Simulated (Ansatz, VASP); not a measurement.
Au: VASP beside Ansatz

File INCAR:

```
SYSTEM = Au
ALGO = Normal
EDIFF = 1E-6
ENCUT = 500
GGA = PE
GGA_COMPAT = .FALSE.
ISIF = 2
ISMEAR = 0
LASPH = .TRUE.
LCHARG = .FALSE.
LREAL = .FALSE.
LWAVE = .FALSE.
NBANDS = 18
NELM = 120
PREC = Accurate
SIGMA = 0.15
```

File KPOINTS:

```
k-points
0
G
  18 18 10
  0 0 0
```

The input POSCAR:

```
Au
1.0
    2.8804999125      0.0000000000      0.0000000000
   -1.4402499562      2.4945860998      0.0000000000
    0.0000000000      0.0000000000      4.8289054398
Au
2
Direct
    0.1886622649      0.6666666667      0.7500000000
    0.8113377351      0.3333333333      0.2500000000
```

Input for Ansatz:

```yaml
crystal:
  lattice:
    - [2.8804999125, 0.0, 0.0]
    - [-1.4402499562, 2.4945860998, 0.0]
    - [0.0, 0.0, 4.8289054398]
  atoms:
    - { symbol: Au, position: [0.1886622649, 0.6666666667, 0.75] }
    - { symbol: Au, position: [0.8113377351, 0.3333333333, 0.25] }
basis:
  ecutwfc: 420
kpoints:
  mp_grid: { grid: [18, 18, 10] }
hamiltonian:
  xc: pbe
scf:
  occupations: { method: gaussian, width: 0.15 }
output:
  forces: true
  stress: true
  eigenvalues: true
```

Change from the starting cell: mode 4 frozen in at -0.422 Å, equal normal strain along x, y and z -0.0125.

Alike in both runs: task single point; functional PBE; k mesh 18 × 18 × 10; occupations gaussian, width 0.15 eV; no spin polarisation.

|  | VASP | Ansatz |
| --- | --- | --- |
| version | VASP 6.6.1 | Ansatz 0.2.0 |
| potentials or method | VASP PAW PBE potentials, release 64 (Au), cutoff 500 eV | scalar-relativistic, plane waves, PAW |
| valence electrons in the cell | 22 | 38 |

|  | VASP | Ansatz | Ansatz less VASP |
| --- | --- | --- | --- |
| gap on the k mesh at the Fermi level (eV) | none | none | - |
| pressure (GPa) | 10.9 | 11.2 | +0.31 |
| traceless stress, the component that is largest in VASP (GPa) | 10.87 | 10.95 | +0.080 |
| rms of the force components (eV/Å) | 0.512 | 0.515 | +0.0033 |

Atom by atom the forces differ by 0.003 eV/Å (rms over components). A gap of «none» marks a metal or a gap that the smearing closes. With one functional, cell and mesh, what is left measures potentials, basis and numerics. VASP's potentials hold 22 valence electrons a cell and Ansatz's 38, so a difference there can come from the potentials and not from the codes.

Neither program's run includes spin-orbit coupling.
